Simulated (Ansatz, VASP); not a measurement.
Two plane-wave programs on CeO2

File POSCAR:

```
CeO2
1.0
    0.0000000000      2.6950236865      2.6950236865
    2.6950236865      0.0000000000      2.6950236865
    2.6950236865      2.6950236865      0.0000000000
Ce O
1 2
Direct
    0.0000000000      0.0000000000      0.0000000000
    0.2500000000      0.2500000000      0.2500000000
    0.7500000000      0.7500000000      0.7500000000
```

File INCAR.step1:

```
SYSTEM = CeO2
ALGO = Normal
EDIFF = 1E-4
ENCUT = 520
GGA = PE
ISMEAR = 0
LASPH = .True.
LCHARG = .False.
LREAL = .False.
LWAVE = .True.
NBANDS = 19
NELM = 100
PREC = Accurate
SIGMA = 0.05
```

File INCAR.step2:

```
SYSTEM = CeO2
ALGO = Normal
EDIFF = 1E-7
ENCUT = 520
ISIF = 2
ISMEAR = 0
ISTART = 1
IVDW = 13
LASPH = .True.
LCHARG = .False.
LMIXTAU = .True.
LREAL = .False.
LWAVE = .False.
METAGGA = R2SCAN
NBANDS = 19
NELM = 100
PREC = Accurate
SIGMA = 0.05
VDW_A1 = 0.51559235
VDW_A2 = 5.77342911
VDW_S6 = 1.0
VDW_S8 = 0.6018749
```

KPOINTS

```
k-points
0
Gamma
  8 8 8
  0 0 0
```

Input for Ansatz:

```yaml
crystal:
  lattice:
    - [0.0, 2.6950236865, 2.6950236865]
    - [2.6950236865, 0.0, 2.6950236865]
    - [2.6950236865, 2.6950236865, 0.0]
  atoms:
    - { symbol: Ce, position: [0.0, 0.0, 0.0] }
    - { symbol: O, position: [0.25, 0.25, 0.25] }
    - { symbol: O, position: [0.75, 0.75, 0.75] }
basis:
  ecutwfc: 500
  ecutrho_ratio: 4
kpoints:
  mp_grid: { grid: [8, 8, 8] }
hamiltonian:
  xc: r2scan
  dispersion: d4
scf:
  occupations: { method: gaussian, width: 0.05 }
output:
  forces: true
  stress: true
  eigenvalues: true
```

Alike in both runs: task single point; functional r2SCAN; dispersion D4; k mesh 8 × 8 × 8; occupations gaussian, width 0.05 eV; no spin polarisation.

|  | VASP | Ansatz |
| --- | --- | --- |
| version | VASP 6.6.1 | Ansatz 0.2.0 |
| potentials or method | VASP PAW PBE potentials, release 64 (Ce, O), cutoff 520 eV | scalar-relativistic, plane waves, PAW |
| valence electrons in the cell | 24 | 24 |

```tsv
	VASP	Ansatz	Ansatz less VASP
gap on the k mesh at the Fermi level (eV)	2.25	2.29	+0.043
least direct gap on the mesh (eV)	2.39	2.43	+0.042
pressure (GPa)	3.8	4.1	+0.27
```

VASP's potentials were made for PBE, not for r2SCAN.

Neither program's run includes spin-orbit coupling.
